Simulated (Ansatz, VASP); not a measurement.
# One calculation of CdS, two programs

```
CELL_PARAMETERS angstrom
4.16629 0.00000 0.00000
-2.08315 3.60811 0.00000
0.00000 0.00000 6.66786
ATOMIC_POSITIONS crystal
Cd 0.33333 0.66667 0.99836
Cd 0.66667 0.33333 0.49836
S 0.33333 0.66667 0.37864
S 0.66667 0.33333 0.87864
```

Change from the starting cell: strained cell.

Alike in both runs: functional PBEsol; k mesh 6 × 6 × 4; occupations gaussian, width 0.02 eV; no spin polarisation.

Ansatz relaxed the structure, and its values are those at the end. VASP's run is a single point on that final structure, the one shown.

|  | VASP | Ansatz |
| --- | --- | --- |
| version | VASP 6.6.1 | Ansatz 0.2.0 |
| potentials or method | VASP PAW PBE potentials, release 64 (Cd, S), cutoff 520 eV | scalar-relativistic, plane waves, PAW |
| valence electrons in the cell | 36 | 52 |

VASP gave:

* gap on the k mesh at the Fermi level (eV): 1.09
* least direct gap on the mesh (eV): 1.09
* pressure (GPa): -0.5

Estimate Ansatz's values.

gap on the k mesh at the Fermi level (eV): 1.08; least direct gap on the mesh (eV): 1.08; pressure (GPa): -0.8.

VASP's potentials were made for PBE, not for PBEsol, and Ansatz warns of the same on its side. VASP's potentials hold 36 valence electrons a cell and Ansatz's 52, so a difference there can come from the potentials and not from the codes. Ansatz's warnings: stress scf threshold loose.
